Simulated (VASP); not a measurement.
# La2O3 (P4mm) in VASP: further runs

The runs below take La2O3 through single point, relaxation of cell and atoms, with PBE.

All numbers are computed with VASP 6.6.1; they aren't measurements. Logs are shortened: lines on timing, memory, paths and dates and some standing lists are left out, and cuts for length are marked.

### Step 1. The cell of the first run

The structure is tetragonal, space group P4mm (No. 99). Conventional cell: a = 4.040 Å, b = 4.040 Å, c = 5.993 Å, α = 90.00°, β = 90.00°, γ = 90.00°. Within 3.2 Å of La (site symmetry 4mm) lie 8 O at 2.40 to 3.12 Å. Within 3.0 Å of La (site symmetry 4mm) lie 5 O at 2.25 to 2.34 Å. O (site symmetry 4mm) has 1 La at 2.25 Å within 3.0 Å. Within 3.1 Å of O (site symmetry 2mm) lie 4 La at 2.34 to 2.40 Å and 4 O at 2.86 Å.

The cell was built from a structure type or drawn by symmetry, and may not be a known phase.

### Step 2. Single point, PBE

INCAR reads:

```
SYSTEM = La2O3
PREC = Accurate ; ENCUT = 520
EDIFF = 1E-6 ; ISMEAR = 0
SIGMA = 0.1 ; LREAL = .FALSE.
LASPH = .TRUE. ; NELM = 100
ALGO = Normal ; ISIF = 2
LWAVE = .FALSE. ; LCHARG = .FALSE.
GGA = PE ; NBANDS = 28
```

KPOINTS reads:

```
Automatic mesh
0
G
  4 4 4
  0 0 0
```

POSCAR reads:

```
La2O3
1.0
    4.0404926040      0.0000000000      0.0000000000
    0.0000000000      4.0404926040      0.0000000000
    0.0000000000      0.0000000000      5.9928001268
La O
2 3
Direct
    0.0000000000      0.0000000000     -0.1686591354
    0.5000000000      0.5000000000      0.2448127692
    0.5000000000      0.5000000000      0.6205417002
    0.5000000000      0.0000000000      1.0473723430
    0.0000000000      0.5000000000      1.0473723430
```

Potentials or basis: VASP PAW PBE potentials, release 64 (La, O).

Command:

```console
cat potpaw_PBE.64/La/POTCAR potpaw_PBE.64/O/POTCAR > POTCAR
mpirun -np 1 vasp_std > vasp.out
```

OUTCAR:

```text
SYSTEM = La2O3
   PREC = Accurate
   ENCUT = 520
   EDIFF = 1E-6
   ISMEAR = 0
   LREAL = .FALSE.
   LASPH = .TRUE.
   NELM = 100
   ISIF = 2
   GGA = PE

 ion  position               nearest neighbor table
   1  0.000  0.000  0.831-   4 2.40   5 2.40   5 2.40   4 2.40
   2  0.500  0.500  0.245-   3 2.25   4 2.34   5 2.34   4 2.34   5 2.34
   3  0.500  0.500  0.621-   2 2.25
   4  0.500  0.000  0.047-   2 2.34   2 2.34   1 2.40   1 2.40
   5  0.000  0.500  0.047-   2 2.34   2 2.34   1 2.40   1 2.40

  LATTYP: Found a simple tetragonal cell.
 ALAT       =     4.0404926040
 C/A-ratio  =     1.4831855207

  Lattice vectors:

 A1 = (   4.0404926040,   0.0000000000,   0.0000000000)
 A2 = (   0.0000000000,   4.0404926040,   0.0000000000)
 A3 = (   0.0000000000,   0.0000000000,   5.9928001268)

Analysis of symmetry for initial positions (statically):
=====================================================================
 Subroutine PRICEL returns:
 Original cell was already a primitive cell.

 Routine SETGRP: Setting up the symmetry group for a
 simple tetragonal supercell.

 Subroutine GETGRP returns: Found  8 space group operations
 (whereof  8 operations were pure point group operations)
 out of a pool of 16 trial point group operations.

The static configuration has the point symmetry C_4v.

Analysis of symmetry for dynamics (positions and initial velocities):
=====================================================================
 Subroutine PRICEL returns:
 Original cell was already a primitive cell.

 Routine SETGRP: Setting up the symmetry group for a
 simple tetragonal supercell.

 Subroutine GETGRP returns: Found  8 space group operations
 (whereof  8 operations were pure point group operations)
 out of a pool of 16 trial point group operations.

The dynamic configuration has the point symmetry C_4v.

 Subroutine INISYM returns: Found  8 space group operations
 (whereof  8 operations are pure point group operations),
 and found     1 'primitive' translations

----------------------------------------------------------------------------------------

                                     Primitive cell

  volume of cell :      97.8359

  direct lattice vectors                    reciprocal lattice vectors
     4.040492604  0.000000000  0.000000000     0.247494575  0.000000000  0.000000000
[... 84 lines left out ...]
   NELM   =    100;   NELMIN=  2; NELMDL= -5     # of ELM steps
   EDIFF  = 0.1E-05   stopping-criterion for ELM
   LREAL  =      F    real-space projection
   EDIFFG = 0.1E-04   stopping-criterion for IOM
   NSW    =      0    number of steps for IOM
   IBRION =     -1    ionic relax: 0-MD 1-quasi-New 2-CG
   NFREE  =      0    steps in history (QN), initial steepest desc. (CG)
   ISIF   =      2    stress and relaxation
   ISYM   =      2    0-nonsym 1-usesym 2-fastsym
   POTIM  = 0.5000    time-step for ionic-motion
   TEBEG  =    0.0;   TEEND  =   0.0 temperature during run
   PSTRESS=    0.0 pullay stress
   NELECT =      40.0000    total number of electrons
   NUPDOWN=      -1.0000    fix difference up-down
   EMIN   =  10.00;   EMAX   =-10.00  energy-range for DOS
   EFERMI =   0.00;   METHOD = LEGACY
   ISMEAR =     0;   SIGMA  =   0.10  broadening in eV -4-tet -1-fermi 0-gaus
   EFERMI_NEDOS =   21; number of points for ismear=-14 and -15
   IALGO  =     38    algorithm
   IMIX   =      4    mixing-type and parameters
     AMIX     =   0.40;   BMIX     =  1.00
     AMIX_MAG =   1.60;   BMIX_MAG =  1.00
  volume/ion in A,a.u.               =      19.57       132.05
  Fermi-wavevector in a.u.,A,eV,Ry     =   1.215053  2.296118 20.087025  1.476355
  Thomas-Fermi vector in A             =   2.350453
   LORBIT       =      0    0 simple, 1 ext, 2 COOP (PROOUT), +10 PAW based schemes
   GGA     = PE    functional components
   LHFCALC =     F    Hartree Fock is set to
   AEXX    =    0.0000 exact exchange contribution
   IVDW    =     0    specifies the selected vdW correction
   LEPSILON=     F    determine dielectric tensor
   LRPA    =     F    only Hartree local field effects (RPA)
 non-spin polarized calculation
 Gauss-broadening in eV      SIGMA  =   0.10
  energy-cutoff  :      520.00
  volume of cell :       97.84
 maximum number of plane-waves:      2671
   NGX = 15   NGY = 15   NGZ = 23

 number of electron      39.9999989 magnetization

 Free energy of the ion-electron system (eV)
  ---------------------------------------------------
  ext. energy  EPLUGINS =         0.00000000
  ---------------------------------------------------
  free energy    TOTEN  =       -40.59759583 eV

  energy without entropy =      -40.59759583  energy(sigma->0) =      -40.59759583

 E-fermi :   5.4970     XC(G=0):  -9.3957

 val. band max:        4.9780383239   @ k =   0.5000   0.5000   0.5000
 cond. band min:       6.9472187584   @ k =   0.0000   0.0000   0.0000
 fundamental gap:      1.9691804345
 Fermi energy:         5.4970430092

 k-point     1 :       0.0000    0.0000    0.0000
  band No.  band energies     occupation
      1     -26.0054      2.00000
      2     -24.9883      2.00000
      3     -12.9749      2.00000
      4     -11.5232      2.00000
      5     -10.6045      2.00000
      6      -9.6451      2.00000
[... 547 lines left out ...]
     27       9.0973      0.00000
     28       9.2935      0.00000

------------------------ aborting loop because EDIFF is reached ----------------------------------------

  FORCE on cell =-STRESS in cart. coord.  units (eV):
  Direction    XX          YY          ZZ          XY          YZ          ZX
  --------------------------------------------------------------------------------------
  -------------------------------------------------------------------------------------
  Total       -0.3098477     -0.3098477     -0.3155156      0.0000000      0.0000000      0.0000000
  in kB       -5.0741159     -5.0741159     -5.1669343      0.0000000      0.0000000      0.0000000
  external PRESSURE =      -5.1050553 kB  Pullay stress =       0.0000000 kB

 VOLUME and BASIS-vectors are now :
 -----------------------------------------------------------------------------
  energy-cutoff  :      520.00
  volume of cell :       97.84
      direct lattice vectors                 reciprocal lattice vectors
     4.040492604  0.000000000  0.000000000     0.247494575  0.000000000  0.000000000
     0.000000000  4.040492604  0.000000000     0.000000000  0.247494575  0.000000000
     0.000000000  0.000000000  5.992800127     0.000000000  0.000000000  0.166866903

 POSITION                                       TOTAL-FORCE (eV/Angst)
 -----------------------------------------------------------------------------------
      0.00000      0.00000      4.98206        -0.000000      0.000000      0.019438
      2.02025      2.02025      1.46711         0.000000     -0.000000     -0.020927
      2.02025      2.02025      3.71878         0.000000     -0.000000     -0.016416
      2.02025      0.00000      0.28389         0.000000      0.000000      0.008953
      0.00000      2.02025      0.28389         0.000000      0.000000      0.008953
 -----------------------------------------------------------------------------------
    total drift:                                0.000000      0.000000     -0.001364

  FREE ENERGIE OF THE ION-ELECTRON SYSTEM (eV)
  ---------------------------------------------------
  free  energy   TOTEN  =       -40.5975958328 eV

  energy  without entropy=      -40.5975958328  energy(sigma->0) =      -40.59759583
```

OSZICAR:

```text
N       E                     dE             d eps       ncg     rms          rms(c)
DAV:   1     0.517139592638E+03    0.51714E+03   -0.15606E+04  1008   0.214E+03
DAV:   2     0.949424614161E+02   -0.42220E+03   -0.40146E+03  1392   0.353E+02
DAV:   3    -0.323147869502E+02   -0.12726E+03   -0.12300E+03  1616   0.211E+02
DAV:   4    -0.471460830722E+02   -0.14831E+02   -0.14790E+02  1692   0.754E+01
DAV:   5    -0.482060918424E+02   -0.10600E+01   -0.10592E+01  1760   0.216E+01    0.160E+01
DAV:   6    -0.409716543560E+02    0.72344E+01   -0.60849E+01  1608   0.415E+01    0.844E+00
DAV:   7    -0.407419682928E+02    0.22969E+00   -0.82245E+00  1968   0.243E+01    0.384E+00
DAV:   8    -0.406128319790E+02    0.12914E+00   -0.85078E-01  1784   0.671E+00    0.187E+00
DAV:   9    -0.405875391508E+02    0.25293E-01   -0.15997E-01  1652   0.303E+00    0.549E-01
DAV:  10    -0.405967320474E+02   -0.91929E-02   -0.11487E-01  1888   0.206E+00    0.422E-01
DAV:  11    -0.405964363845E+02    0.29566E-03   -0.40133E-02  1712   0.130E+00    0.127E-01
DAV:  12    -0.405975513857E+02   -0.11150E-02   -0.55018E-03  1608   0.505E-01    0.129E-01
DAV:  13    -0.405975334947E+02    0.17891E-04   -0.17765E-03  1672   0.273E-01    0.458E-02
DAV:  14    -0.405975852308E+02   -0.51736E-04   -0.75900E-04  1712   0.166E-01    0.238E-02
DAV:  15    -0.405976013374E+02   -0.16107E-04   -0.17216E-04  1760   0.847E-02    0.206E-02
DAV:  16    -0.405975960866E+02    0.52509E-05   -0.28830E-05  1632   0.349E-02    0.896E-03
DAV:  17    -0.405975957250E+02    0.36158E-06   -0.16666E-05  1616   0.225E-02    0.157E-03
DAV:  18    -0.405975958328E+02   -0.10785E-06   -0.16063E-06  1064   0.969E-03
   1 F= -.40597596E+02 E0= -.40597596E+02  d E =-.176539E-14
```

Wall time 90 s (1 thread of Intel Xeon Platinum 8375C at 2.90GHz (Ice Lake), shared host); peak memory 0.22 GiB.

What came out:

* Free energy: -40.5976 eV
* Pressure: -0.5 GPa
* Largest force: 0.021 eV/Å
* Band gap on the k mesh: 1.97 eV (least direct gap 2.51 eV)

Forces on the atoms (eV/Å):
```
La   0.000  0.000  0.019
La   0.000  0.000 -0.021
O    0.000  0.000 -0.016
O    0.000  0.000  0.009
O    0.000  0.000  0.009
```

Levels at points of the mesh, in eV from the valence-band top:
| k point | band 17 | band 18 | band 19 | band 20 | band 21 | band 22 | band 23 | band 24 |
| --- | --- | --- | --- | --- | --- | --- | --- | --- |
| (0.00, 0.00, 0.00) | -1.42 | -0.56 | -0.54 | -0.54 | 1.97 | 3.32 | 3.85 | 3.89 |
| (0.50, 0.00, 0.00) | -1.67 | -0.92 | -0.82 | -0.36 | 3.02 | 3.61 | 3.89 | 3.90 |
| (0.50, 0.50, 0.00) | -1.51 | -1.17 | -1.17 | -0.55 | 2.84 | 3.88 | 3.88 | 3.92 |
| (0.00, 0.00, 0.50) | -1.73 | -0.53 | -0.33 | -0.33 | 2.32 | 3.57 | 3.85 | 3.88 |
| (0.50, 0.00, 0.50) | -1.76 | -1.09 | -0.46 | -0.34 | 3.31 | 3.41 | 3.93 | 3.96 |
| (0.50, 0.50, 0.50) | -1.60 | -1.08 | -1.08 | 0.00 | 2.72 | 3.85 | 3.85 | 3.99 |

Caveat: spin-orbit coupling is left out, which moves the levels of the heavy elements.

### Step 3. Single point, PBE

This run uses another cell than the first one, of 21.38 Å³/atom.

INCAR reads:

```
ALGO     = Normal         # electronic algorithm
EDIFF    = 1E-6           # SCF threshold, eV
ENCUT    = 520            # plane-wave cutoff, eV
GGA      = PE             # functional
ISIF     = 2              # what is computed and relaxed
ISMEAR   = 0              # smearing method
LASPH    = T              # aspherical terms in the spheres
LCHARG   = F              # write CHGCAR
LREAL    = F              # projectors in reciprocal space
LWAVE    = F              # write WAVECAR
NBANDS   = 28             # bands
NELM     = 80             # most SCF steps
PREC     = Accurate       # precision mode
SIGMA    = 0.1            # smearing width, eV
```

KPOINTS reads:

```
k-points
0
Gamma
  4 4 4
```

POSCAR reads:

```
La2O3
1.0
    4.1757290000      0.0000000000      0.0000000000
    0.0000000000      4.1757290000      0.0000000000
    0.0000000000      0.0000000000      6.1300361400
La O
2 3
Direct
    0.0000000000      0.0000000000      0.0705456100
    0.5000000000      0.5000000000      0.0705470000
    0.5000000000      0.5000000000      0.7211755900
    0.5000000000      0.0000000000      0.9645859100
    0.0000000000      0.5000000000      0.9645859100
```

Potentials or basis: VASP PAW PBE potentials, release 64 (La, O).

Command:

```console
cat potpaw_PBE.64/La/POTCAR potpaw_PBE.64/O/POTCAR > POTCAR
mpirun -np 1 vasp_std > vasp.out
```

Wall time 99 s (1 thread of Intel Xeon Platinum 8375C at 2.90GHz (Ice Lake), shared host); peak memory 0.24 GiB.

Results (log left out):

```
Free energy            : -30.2750 eV
Pressure               : 30.2 GPa
Largest force          : 1.029 eV/Å
Band gap on the k mesh : zero (bands 20 and 21 overlap by 0.07 eV)
```

Forces on the atoms (eV/Å):
```
La   0.000  0.000  1.029
La   0.000  0.000  0.228
O    0.000  0.000 -0.796
O    0.000  0.000 -0.231
O    0.000  0.000 -0.231
```

Stress tensor (GPa, compression positive):
```
47.52  0.00  0.00
 0.00 47.52  0.00
 0.00  0.00 -4.44
```

Levels at points of the mesh, in eV from the Fermi level:
```
           k point  band 16  band 17  band 18  band 19  band 20  band 21  band 22  band 23  band 24  band 25
(0.00, 0.00, 0.00)    -3.17    -3.17    -1.36    -0.56    -0.08    -0.08     0.83     2.60     2.82     2.98
(0.50, 0.00, 0.00)    -3.56    -3.40    -0.53    -0.19    -0.09     1.24     1.63     2.15     2.66     2.85
(0.50, 0.50, 0.00)    -4.49    -4.49    -0.49    -0.04    -0.04     0.88     0.88     2.05     2.36     2.83
(0.00, 0.00, 0.50)    -3.17    -3.17    -1.36    -1.36    -0.03    -0.03     2.03     2.60     2.80     2.84
(0.50, 0.00, 0.50)    -3.56    -3.42    -1.20    -0.12    -0.07     1.43     2.15     2.17     2.66     2.88
(0.50, 0.50, 0.50)    -4.51    -4.51    -1.01    -0.01    -0.01     0.97     0.97     2.18     2.36     3.16
```

Caveat: the k points lie up to 0.38 Å⁻¹ apart; spin-orbit coupling is left out, which moves the levels of the heavy elements; forces of over 1 eV/Å act on the atoms, so gaps and moduli don't describe the material at rest.

### Step 4. Single point, PBE

This run uses another cell than the first one, of 19.48 Å³/atom.

Edit INCAR of step 3 so:

```diff
@@ -1,3 +1,3 @@
 ALGO     = Normal         # electronic algorithm
-EDIFF    = 1E-6           # SCF threshold, eV
+EDIFF    = 1E-7           # SCF threshold, eV
 ENCUT    = 520            # plane-wave cutoff, eV
@@ -11,4 +11,4 @@
 NBANDS   = 28             # bands
-NELM     = 80             # most SCF steps
+NELM     = 60             # most SCF steps
 PREC     = Accurate       # precision mode
-SIGMA    = 0.1            # smearing width, eV
+SIGMA    = 0.02           # smearing width, eV
```

KPOINTS reads:

```
k-points
0
Gamma
  8 8 6
```

POSCAR reads:

```
La2O3
1.0
    4.0329754499      0.0000000000      0.0000000000
    0.0000000000      4.0329754499      0.0000000000
    0.0000000000      0.0000000000      5.9878229204
La O
2 3
Direct
    0.0000000000      0.0000000000      0.8305609182
    0.5000000000      0.5000000000      0.2450530348
    0.5000000000      0.5000000000      0.6211191102
    0.5000000000      0.0000000000      0.0473534784
    0.0000000000      0.5000000000      0.0473534784
```

Command:

```console
cat potpaw_PBE.64/La/POTCAR potpaw_PBE.64/O/POTCAR > POTCAR
mpirun -np 1 vasp_std > vasp.out
```

Wall time 5 min (1 thread of Intel Xeon Platinum 8375C at 2.90GHz (Ice Lake), shared host); peak memory 0.3 GiB.

It converged, with:

- Free energy: -40.5996 eV
- Pressure: -0.2 GPa
- Largest force: 0.029 eV/Å
- Band gap on the k mesh: 1.96 eV (least direct gap 2.52 eV)

Forces on the atoms (eV/Å):
```
La   0.000  0.000  0.023
La   0.000  0.000 -0.029
O    0.000  0.000 -0.002
O    0.000  0.000  0.004
O    0.000  0.000  0.004
```

Levels at points of the mesh, in eV from the valence-band top:
| k point | band 17 | band 18 | band 19 | band 20 | band 21 | band 22 | band 23 | band 24 |
| --- | --- | --- | --- | --- | --- | --- | --- | --- |
| (0.00, 0.00, 0.00) | -1.42 | -0.57 | -0.55 | -0.55 | 1.96 | 3.31 | 3.86 | 3.90 |
| (0.50, 0.00, 0.00) | -1.67 | -0.93 | -0.84 | -0.37 | 3.01 | 3.61 | 3.90 | 3.92 |
| (0.50, 0.50, 0.00) | -1.51 | -1.18 | -1.18 | -0.56 | 2.84 | 3.89 | 3.89 | 3.93 |
| (0.00, 0.00, 0.50) | -1.73 | -0.54 | -0.34 | -0.34 | 2.31 | 3.57 | 3.86 | 3.89 |
| (0.50, 0.00, 0.50) | -1.76 | -1.10 | -0.48 | -0.35 | 3.30 | 3.40 | 3.95 | 3.97 |
| (0.50, 0.50, 0.50) | -1.59 | -1.08 | -1.08 | 0.00 | 2.71 | 3.85 | 3.85 | 4.01 |

Caveat: spin-orbit coupling is left out, which moves the levels of the heavy elements.

(Part 1 of 2 ends here.)
